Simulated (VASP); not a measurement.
Here is a VASP 6.6.1 calculation.

Contents of INCAR:

```
ALGO = Fast
EDIFF = 1E-6
ENCUT = 520
GGA = PE
ISIF = 2
ISMEAR = 0
LASPH = T
LCHARG = F
LREAL = F
LWAVE = F
NBANDS = 13
NELM = 60
PREC = Accurate
SIGMA = 0.15
```

KPOINTS

```
k-points
0
Gamma
  22 22 22
```

Contents of POSCAR:

```
Mo
1.0
   -1.3461231106      1.5585516587      1.5585516587
    1.5585516587     -1.3461231106      1.5585516587
    1.5585516587      1.5585516587     -1.3461231106
Mo
1
Direct
    0.0000000000      0.0000000000      0.0000000000
```

Potentials or basis: VASP PAW PBE potentials, release 64 (Mo_sv).

Command:

```sh
$ cat potpaw_PBE.64/Mo_sv/POTCAR > POTCAR
$ mpirun -np 1 vasp_std > vasp.out
```

(1) Predict the band gap on the k mesh.

(2) What does it give for the pressure?

Answers

(1) zero (band 7 reaches 15.00 eV, above the bottom of band 8 at 12.26 eV).

(2) 22.6 GPa.
